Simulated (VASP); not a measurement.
# Mg3Sb2 (P-3m1) in VASP: settings compared

The runs below take Mg3Sb2 through relaxation of shape and atoms at fixed volume, with PBE+D4, BLYP.

Everything below comes from runs of VASP 6.6.1. Logs are shortened: lines on timing, memory, paths and dates and some standing lists are left out, and cuts for length are marked.

### 1 The cell of the first run

Symmetry: P-3m1, No. 164, trigonal system. The conventional cell has a = 4.569 Å, b = 4.569 Å, c = 7.208 Å, α = 90.00°, β = 90.00°, γ = 120.00°. Sb (site symmetry 3m) has 7 Mg at 2.83 to 3.09 Å within 3.7 Å. Within 4.1 Å of Mg (site symmetry -3m) lie 6 Sb at 3.09 Å and 6 Mg at 3.74 Å. Mg (site symmetry 3m) has 4 Sb at 2.83 to 2.94 Å and 6 Mg at 3.25 to 3.74 Å within 3.8 Å.

### 2 Relaxation of shape and atoms at fixed volume, PBE+D4 (26.06 Å³/atom)

File INCAR:

```
SYSTEM = Mg3Sb2
PREC     = Accurate       ! precision mode
ENCUT    = 600            ! plane-wave cutoff, eV
EDIFF    = 1E-7           ! SCF threshold, eV
ISMEAR   = 0              ! smearing method
SIGMA    = 0.05           ! smearing width, eV
LREAL    = .FALSE.        ! projectors in reciprocal space
LASPH    = .TRUE.         ! aspherical terms in the spheres
NELM     = 120            ! most SCF steps
ALGO     = Normal         ! electronic algorithm
ISIF     = 4              ! what is computed and relaxed
LWAVE    = .FALSE.        ! write WAVECAR
LCHARG   = .FALSE.        ! write CHGCAR
GGA      = PE             ! functional
IVDW     = 13             ! dispersion correction
IBRION   = 2              ! ionic algorithm
NSW      = 60             ! ionic steps
EDIFFG   = -0.01          ! ionic threshold
GGA_COMPAT= .FALSE.      
NELMIN   = 4
```

File KPOINTS:

```
Automatic mesh
0
G
  6 6 4
  0 0 0
```

File POSCAR:

```
Mg3Sb2
1.0
    4.5687585161      0.0000000000      0.0000000000
   -2.2843792581      3.9566609387      0.0000000000
    0.0000000000      0.0000000000      7.2080955498
Sb Mg
2 3
Direct
    0.3333333333      0.6666666667      0.2238061657
    0.6666666667      0.3333333333      0.7761938343
    0.0000000000      0.0000000000      0.0000000000
    0.3333333333      0.6666666667      0.6321504477
    0.6666666667      0.3333333333      0.3678495523
```

Potentials or basis: VASP PAW PBE potentials, release 64 (Sb, Mg).

Command:

```console
$ cat potpaw_PBE.64/Sb/POTCAR potpaw_PBE.64/Mg/POTCAR > POTCAR
$ mpirun -np 1 vasp_std > vasp.out
```

OUTCAR:

```text
SYSTEM = Mg3Sb2
   PREC = Accurate
   ENCUT = 600
   EDIFF = 1E-7
   ISMEAR = 0
   LREAL = .FALSE.
   LASPH = .TRUE.
   NELM = 120
   ISIF = 4
   GGA = PE
   IVDW = 13
   IBRION = 2
   NSW = 60
   EDIFFG = -0.01
   NELMIN = 4

 ion  position               nearest neighbor table
   1  0.333  0.667  0.224-   5 2.83   5 2.83   5 2.83   4 2.94   3 3.09   3 3.09   3 3.09
   2  0.667  0.333  0.776-   4 2.83   4 2.83   4 2.83   5 2.94   3 3.09   3 3.09   3 3.09
   3  0.000  0.000  0.000-   1 3.09   2 3.09   2 3.09   1 3.09   2 3.09   1 3.09
   4  0.333  0.667  0.632-   2 2.83   2 2.83   2 2.83   1 2.94   5 3.25   5 3.25   5 3.25
   5  0.667  0.333  0.368-   1 2.83   1 2.83   1 2.83   2 2.94   4 3.25   4 3.25   4 3.25

  LATTYP: Found a hexagonal cell.
 ALAT       =     4.5687585161
 C/A-ratio  =     1.5776923916

  Lattice vectors:

 A1 = (   4.5687585161,   0.0000000000,   0.0000000000)
 A2 = (  -2.2843792581,   3.9566609387,   0.0000000000)
 A3 = (   0.0000000000,   0.0000000000,   7.2080955498)

Analysis of symmetry for initial positions (statically):
=====================================================================
 Subroutine PRICEL returns:
 Original cell was already a primitive cell.

 Routine SETGRP: Setting up the symmetry group for a
 hexagonal supercell.

 Subroutine GETGRP returns: Found 12 space group operations
 (whereof 12 operations were pure point group operations)
 out of a pool of 24 trial point group operations.

The static configuration has the point symmetry D_3d.

Analysis of symmetry for dynamics (positions and initial velocities):
=====================================================================
 Subroutine PRICEL returns:
 Original cell was already a primitive cell.

 Routine SETGRP: Setting up the symmetry group for a
 hexagonal supercell.

 Subroutine GETGRP returns: Found 12 space group operations
 (whereof 12 operations were pure point group operations)
 out of a pool of 24 trial point group operations.

The dynamic configuration has the point symmetry D_3d.

 Subroutine INISYM returns: Found 12 space group operations
 (whereof 12 operations are pure point group operations),
 and found     1 'primitive' translations

----------------------------------------------------------------------------------------

                                     Primitive cell

  volume of cell :     130.3009

  direct lattice vectors                    reciprocal lattice vectors
     4.568758516  0.000000000  0.000000000     0.218877841  0.126369180  0.000000000
    -2.284379258  3.956660939  0.000000000     0.000000000  0.252738361  0.000000000
     0.000000000  0.000000000  7.208095550     0.000000000  0.000000000  0.138732900

  length of vectors
     4.568758516  4.568758516  7.208095550     0.252738361  0.252738361  0.138732900

  position of ions in fractional coordinates (direct lattice)
     0.333333333  0.666666667  0.223806166
     0.666666667  0.333333333  0.776193834
     0.000000000  0.000000000  0.000000000
     0.333333333  0.666666667  0.632150448
     0.666666667  0.333333333  0.367849552

  ion indices of the primitive-cell ions
   primitive index   ion index
                 1           1
                 2           2
                 3           3
                 4           4
                 5           5

----------------------------------------------------------------------------------------

 KPOINTS: Automatic mesh

Automatic generation of k-mesh.
 Grid dimensions read from file:
 generate k-points for:    6    6    4

 Generating k-lattice:

  Cartesian coordinates                     Fractional coordinates (reciprocal lattice)
     0.036479640  0.021061530  0.000000000     0.166666667  0.000000000  0.000000000
     0.000000000  0.042123060  0.000000000     0.000000000  0.166666667  0.000000000
     0.000000000  0.000000000  0.034683225     0.000000000  0.000000000  0.250000000

  Length of vectors
     0.042123060  0.042123060  0.034683225

  Shift w.r.t. Gamma in fractional coordinates (k-lattice)
     0.000000000  0.000000000  0.000000000

 Subroutine IBZKPT returns following result:
 ===========================================

 Found     24 irreducible k-points:

 Following reciprocal coordinates:
            Coordinates               Weight
  0.000000  0.000000  0.000000      1.000000
  0.166667 -0.000000  0.000000      6.000000
  0.333333  0.000000  0.000000      6.000000
  0.500000 -0.000000  0.000000      3.000000
  0.166667  0.166667  0.000000      6.000000
  0.333333  0.166667  0.000000     12.000000
[... 16 lines left out ...]
  0.333333  0.166667  0.500000     12.000000
  0.333333  0.333333  0.500000      2.000000
   k-points           NKPTS =     24   k-points in BZ     NKDIM =     24   number of bands    NBANDS=     12
   number of dos      NEDOS =    301   number of ions     NIONS =      5
   total plane-waves  NPLWV =  77760
   dimension x,y,z NGX =    36 NGY =   36 NGZ =   60
   dimension x,y,z NGXF=    72 NGYF=   72 NGZF=  120
   ions per type =               2   3
   NGX,Y,Z   is equivalent  to a cutoff of  13.10, 13.10, 13.84 a.u.
   NGXF,Y,Z  is equivalent  to a cutoff of  26.20, 26.20, 27.68 a.u.
 SYSTEM =  Mg3Sb2
   PREC   = accura    normal or accurate (medium, high low for compatibility)
   ISTART =      0    job   : 0-new  1-cont  2-samecut
   ICHARG =      2    charge: 1-file 2-atom 10-const
   ISPIN  =      1    spin polarized calculation?
   LNONCOLLINEAR =      F non collinear calculations
   LSORBIT =      F    spin-orbit coupling
   LASPH  =      T    aspherical Exc in radial PAW
   ENCUT  =  600.0 eV  44.10 Ry    6.64 a.u.   9.12  9.12 14.40*2*pi/ulx,y,z
   NELM   =    120;   NELMIN=  4; NELMDL= -5     # of ELM steps
   EDIFF  = 0.1E-06   stopping-criterion for ELM
   LREAL  =      F    real-space projection
   EDIFFG = -.1E-01   stopping-criterion for IOM
   NSW    =     60    number of steps for IOM
   IBRION =      2    ionic relax: 0-MD 1-quasi-New 2-CG
   NFREE  =      1    steps in history (QN), initial steepest desc. (CG)
   ISIF   =      4    stress and relaxation
   ISYM   =      2    0-nonsym 1-usesym 2-fastsym
   POTIM  = 0.5000    time-step for ionic-motion
   TEBEG  =    0.0;   TEEND  =   0.0 temperature during run
   PSTRESS=    0.0 pullay stress
   NELECT =      16.0000    total number of electrons
   NUPDOWN=      -1.0000    fix difference up-down
   EMIN   =  10.00;   EMAX   =-10.00  energy-range for DOS
   EFERMI =   0.00;   METHOD = LEGACY
   ISMEAR =     0;   SIGMA  =   0.05  broadening in eV -4-tet -1-fermi 0-gaus
   EFERMI_NEDOS =   21; number of points for ismear=-14 and -15
   IALGO  =     38    algorithm
   IMIX   =      4    mixing-type and parameters
     AMIX     =   0.40;   BMIX     =  1.00
     AMIX_MAG =   1.60;   BMIX_MAG =  1.00
  volume/ion in A,a.u.               =      26.06       175.86
  Fermi-wavevector in a.u.,A,eV,Ry     =   0.813702  1.537675  9.008577  0.662112
  Thomas-Fermi vector in A             =   1.923476
   LORBIT       =      0    0 simple, 1 ext, 2 COOP (PROOUT), +10 PAW based schemes
   GGA     = PE    functional components
   LHFCALC =     F    Hartree Fock is set to
   AEXX    =    0.0000 exact exchange contribution
   IVDW    =    13    specifies the selected vdW correction
   LEPSILON=     F    determine dielectric tensor
   LRPA    =     F    only Hartree local field effects (RPA)
 conjugate gradient relaxation of ions
 non-spin polarized calculation
 Gauss-broadening in eV      SIGMA  =   0.05
  energy-cutoff  :      600.00
  volume of cell :      130.30
 maximum number of plane-waves:      4390
   NGX = 19   NGY = 19   NGZ = 29

--------------------------------------- Ionic step        1  -------------------------------------------

 number of electron      15.9999999 magnetization

 Free energy of the ion-electron system (eV)
  ---------------------------------------------------
  ext. energy  EPLUGINS =         0.00000000
  ---------------------------------------------------
  free energy    TOTEN  =       -14.62666255 eV

  energy without entropy =      -14.62665694  energy(sigma->0) =      -14.62665975

------------------------ aborting loop because EDIFF is reached ----------------------------------------

  DFT-D4 for vdW energy calculation

  Edisp (eV):   -1.42815

  FORCE on cell =-STRESS in cart. coord.  units (eV):
  Direction    XX          YY          ZZ          XY          YZ          ZX
  --------------------------------------------------------------------------------------
  -------------------------------------------------------------------------------------
  Total      -0.73365    -0.73365    -0.70087     0.00000     0.00000    -0.00000
  in kB      -9.02095    -9.02095    -8.61792     0.00000     0.00000    -0.00000
  external pressure =       -8.89 kB  Pullay stress =        0.00 kB

 VOLUME and BASIS-vectors are now :
 -----------------------------------------------------------------------------
  energy-cutoff  :      600.00
  volume of cell :      130.30
      direct lattice vectors                 reciprocal lattice vectors
     4.568758516  0.000000000  0.000000000     0.218877841  0.126369180  0.000000000
    -2.284379258  3.956660939  0.000000000     0.000000000  0.252738361  0.000000000
     0.000000000  0.000000000  7.208095550     0.000000000  0.000000000  0.138732900
[... 44 lines left out ...]
 POSITION                                       TOTAL-FORCE (eV/Angst)
 -----------------------------------------------------------------------------------
     -0.00000      2.63750      1.61487         0.000000     -0.000000      0.019301
      2.28414      1.31875      5.59474        -0.000000      0.000000     -0.019301
      0.00000      0.00000      0.00000         0.000000      0.000000     -0.000000
     -0.00000      2.63750      4.55739        -0.000000      0.000000     -0.002706
      2.28414      1.31875      2.65223         0.000000     -0.000000      0.002706
 -----------------------------------------------------------------------------------
    total drift:                               -0.000000      0.000000     -0.000000

  FREE ENERGIE OF THE ION-ELECTRON SYSTEM (eV)
  ---------------------------------------------------
  free  energy   TOTEN  =       -16.0548791479 eV

  energy  without entropy=      -16.0548738907  energy(sigma->0) =      -16.05487652

--------------------------------------- Ionic step        3  -------------------------------------------

 number of electron      15.9999999 magnetization

 Free energy of the ion-electron system (eV)
  ---------------------------------------------------
  ext. energy  EPLUGINS =         0.00000000
  ---------------------------------------------------
  free energy    TOTEN  =       -14.62671848 eV

  energy without entropy =      -14.62671364  energy(sigma->0) =      -14.62671606

 E-fermi :   4.6540     XC(G=0):  -8.8122

 val. band max:        4.5486854753   @ k =   0.0000   0.0000   0.0000
 cond. band min:       4.7673043984   @ k =   0.3333   0.3333   0.0000
 fundamental gap:      0.2186189231
 Fermi energy:         4.6539890532

 k-point     1 :       0.0000    0.0000    0.0000
  band No.  band energies     occupation
      1      -5.8158      2.00000
      2      -4.5378      2.00000
      3      -0.4323      2.00000
      4       3.4129      2.00000
      5       3.4129      2.00000
      6       4.1264      2.00000
      7       4.1264      2.00000
      8       4.5487      1.99710
      9       5.6455      0.00000
     10       5.7309      0.00000
     11       7.5588      0.00000
     12       7.5588      0.00000

 k-point     2 :       0.1667   -0.0000    0.0000
  band No.  band energies     occupation
      1      -5.6252      2.00000
      2      -4.4308      2.00000
      3      -0.1932      2.00000
      4       2.0114      2.00000
      5       2.8340      2.00000
      6       2.9587      2.00000
      7       4.0833      2.00000
      8       4.2590      2.00000
      9       6.1531      0.00000
     10       6.7389      0.00000
     11       7.4434      0.00000
     12       7.8731      0.00000
[... 354 lines left out ...]
 POSITION                                       TOTAL-FORCE (eV/Angst)
 -----------------------------------------------------------------------------------
     -0.00000      2.63712      1.61712         0.000000      0.000000      0.008519
      2.28381      1.31856      5.59456        -0.000000     -0.000000     -0.008519
     -2.28381      3.95568      0.00000         0.000000      0.000000     -0.000000
     -0.00000      2.63712      4.55846        -0.000000     -0.000000     -0.001420
      2.28381      1.31856      2.65323         0.000000      0.000000      0.001420
 -----------------------------------------------------------------------------------
    total drift:                               -0.000000      0.000000     -0.000000

  FREE ENERGIE OF THE ION-ELECTRON SYSTEM (eV)
  ---------------------------------------------------
  free  energy   TOTEN  =       -16.0549372405 eV

  energy  without entropy=      -16.0549324046  energy(sigma->0) =      -16.05493482

 reached required accuracy - stopping structural energy minimisation
```

It took 60 s on 1 thread of Intel Xeon Platinum 8124M at 3.00GHz (Skylake/Cascade Lake), shared host; peak memory 0.29 GiB.

What came out:

| Item | Value |
| --- | --- |
| Free energy | -16.0549 eV |
| Energy gained by relaxing | 0.0 meV/atom |
| Ionic steps | 3 |
| Pressure after relaxing | -0.9 GPa |
| Largest force after relaxing | 0.009 eV/Å |
| Band gap on the k mesh | 0.22 eV (least direct gap 1.10 eV) |
| Dispersion energy per atom | -0.286 eV |

Forces on the atoms (eV/Å):
```
Sb   0.000  0.000  0.009
Sb   0.000  0.000 -0.009
Mg   0.000  0.000  0.000
Mg   0.000  0.000 -0.001
Mg   0.000  0.000  0.001
```

The path:
| step | energy change (eV) | largest force (eV/Å) | pressure (GPa) | volume (Å³) |
| --- | --- | --- | --- | --- |
| 1 | 0.0000 | 0.0273 | -0.89 | 130.30 |
| 2 | -0.0001 | 0.0193 | -0.88 | 130.30 |
| 3 | -0.0001 | 0.0085 | -0.87 | 130.30 |

Final structure:
```
Sb Mg
1.0
     4.56762    0.00000    0.00000
    -2.28381    3.95568    0.00000
     0.00000    0.00000    7.21168
Sb Mg
2 3
Direct
  0.33333 0.66667 0.22424
  0.66667 0.33333 0.77576
  0.00000 0.00000 0.00000
  0.33333 0.66667 0.63209
  0.66667 0.33333 0.36791
```

Caveat: spin-orbit coupling is left out, which moves the levels of the heavy elements.

### 3 Relaxation of shape and atoms at fixed volume, BLYP

This run uses another cell than the first one, of 26.34 Å³/atom.

File INCAR:

```
AGGAC = 1.0
AGGAX = 1.0
ALDAC = 0.0
ALDAX = 1.0
ALGO = Normal
EDIFF = 1E-7
EDIFFG = -0.02
ENCUT = 600
GGA = B5
GGA_COMPAT = False
IBRION = 2
ISIF = 4
ISMEAR = 0
LASPH = True
LCHARG = False
LREAL = False
LWAVE = False
NELM = 120
NELMIN = 4
NSW = 60
PREC = Accurate
SIGMA = 0.05
```

File KPOINTS:

```
k-points
0
Gamma
  6 6 4
```

File POSCAR:

```
Mg3Sb2
1.0
    4.5840525326      0.0000000000      0.0000000000
   -2.2920262663      3.9699059455      0.0000000000
    0.0000000000      0.0000000000      7.2375061567
Sb Mg
2 3
Direct
    0.3333333333      0.6666666667      0.2252481735
    0.6666666667      0.3333333333      0.7747518265
    0.0000000000      0.0000000000      0.0000000000
    0.3333333333      0.6666666667      0.6324830002
    0.6666666667      0.3333333333      0.3675169998
```

Potentials or basis: VASP PAW PBE potentials, release 64 (Sb, Mg).

Command:

```console
$ cat potpaw_PBE.64/Sb/POTCAR potpaw_PBE.64/Mg/POTCAR > POTCAR
$ mpirun -np 1 vasp_std > vasp.out
```

Run time: 3 min. Hardware: 1 thread of Intel Xeon Platinum 8124M at 3.00GHz (Skylake/Cascade Lake), shared host; peak memory 0.33 GiB.

It converged, with:

```
Free energy                  : -11.4068 eV
Energy gained by relaxing    : 0.7 meV/atom
Ionic steps                  : 4
Pressure after relaxing      : 2.4 GPa
Largest force after relaxing : 0.017 eV/Å
Band gap on the k mesh       : 0.40 eV (least direct gap 1.23 eV)
```

Forces in eV/Å, atoms in the order of the input:
```
Sb   0.000  0.000  0.017
Sb   0.000  0.000 -0.017
Mg   0.000  0.000  0.000
Mg   0.000  0.000 -0.014
Mg   0.000  0.000  0.014
```

Stress tensor (GPa, compression positive):
```
2.44 0.00 0.00
0.00 2.44 0.00
0.00 0.00 2.30
```

Step by step:
```csv
step,energy change (eV),largest force (eV/Å),pressure (GPa),volume (Å³)
1,0.0000,0.1297,2.27,131.71
2,-0.0019,0.0925,2.31,131.71
3,-0.0034,0.0381,2.37,131.71
4,-0.0035,0.0168,2.40,131.71
```

Final structure:
```cif
data_structure
_symmetry_space_group_name_H-M 'P 1'
_symmetry_Int_Tables_number 1
_cell_length_a 4.5701
_cell_length_b 4.5701
_cell_length_c 7.2818
_cell_angle_alpha 90.000
_cell_angle_beta 90.000
_cell_angle_gamma 120.000
_cell_volume 131.71
loop_
_atom_site_label
_atom_site_type_symbol
_atom_site_fract_x
_atom_site_fract_y
_atom_site_fract_z
_atom_site_occupancy
Sb1 Sb 0.33333 0.66667 0.22785 1
Sb2 Sb 0.66667 0.33333 0.77215 1
Mg1 Mg 0.00000 0.00000 0.00000 1
Mg2 Mg 0.33333 0.66667 0.63213 1
Mg3 Mg 0.66667 0.33333 0.36787 1
```

Levels at points of the mesh, in eV from the valence-band top:
```csv
k point,band 4,band 5,band 6,band 7,band 8,band 9,band 10,band 11,band 12
"(0.00, 0.00, 0.00)",-1.00,-1.00,-0.33,-0.33,0.00,1.23,1.46,3.26,3.26
"(0.50, 0.00, 0.00)",-3.65,-3.09,-2.16,-2.10,-0.83,0.57,2.16,2.35,3.01
"(0.00, 0.00, 0.50)",-2.91,-0.72,-0.72,-0.63,-0.63,1.99,2.08,2.92,2.92
"(0.50, 0.00, 0.50)",-4.41,-1.72,-1.60,-1.54,-1.44,0.49,1.60,1.86,2.52
```

Caveat: the PAW data sets were made with another functional, which shifts forces and pressure a little; spin-orbit coupling is left out, which moves the levels of the heavy elements. A k mesh can miss the band edges.
